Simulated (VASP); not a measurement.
Set up this calculation in VASP 6.6.1, as the native input.

```yaml
Task: single point
Functional: RPBE
Potentials_or_basis: VASP PAW PBE potentials, release 64 (Cd)
Cutoff: 520 eV
k_mesh: 13 × 13 × 4
Occupations: fermi-dirac, width 0.1 eV
Spin: no spin polarisation
Dipole_correction: no
Further_INCAR_settings: ALGO = Normal; EDIFF = 1e-07; NBANDS = 32
```

The structure of Cd lies in POSCAR:

```
Cd
1.0
    3.2060782366      0.0000000000      0.0000000000
   -1.6030391183      2.7765451994      0.0000000000
    0.0000000000      0.0000000000     10.5055035941
Cd
4
Direct
    0.0000000000      0.0000000000      0.0000000000
    0.0000000000      0.0000000000      0.5000000000
    0.3333333333      0.6666666667      0.2500000000
    0.6666666667      0.3333333333      0.7500000000
```

The input as run:

INCAR

```
PREC = Accurate
ENCUT = 520
EDIFF = 1E-7
ISMEAR = -1
SIGMA = 0.1
LREAL = F
LASPH = T
NELM = 80
ALGO = Normal
ISIF = 2
LWAVE = F
LCHARG = T
GGA = RP
LELF = T
LVHAR = T
NBANDS = 32
```

KPOINTS

```
regular mesh
0
Gamma
  13 13 4
```

Potentials or basis: VASP PAW PBE potentials, release 64 (Cd).

Launch:

```sh
$ cat potpaw_PBE.64/Cd/POTCAR > POTCAR
$ mpirun -np 1 vasp_std > vasp.out
```

Results of the run:

- Pressure: 1.6 GPa
- Band gap on the k mesh: zero (bands 24 and 25 overlap by 2.75 eV)

Caveat: the PAW data sets were made with another functional, which shifts forces and pressure a little.

Run time: 82 s on 1 thread of Intel(R) Xeon(R) 6975P-C (Granite Rapids) (shared host), peak memory 0.28 GiB.
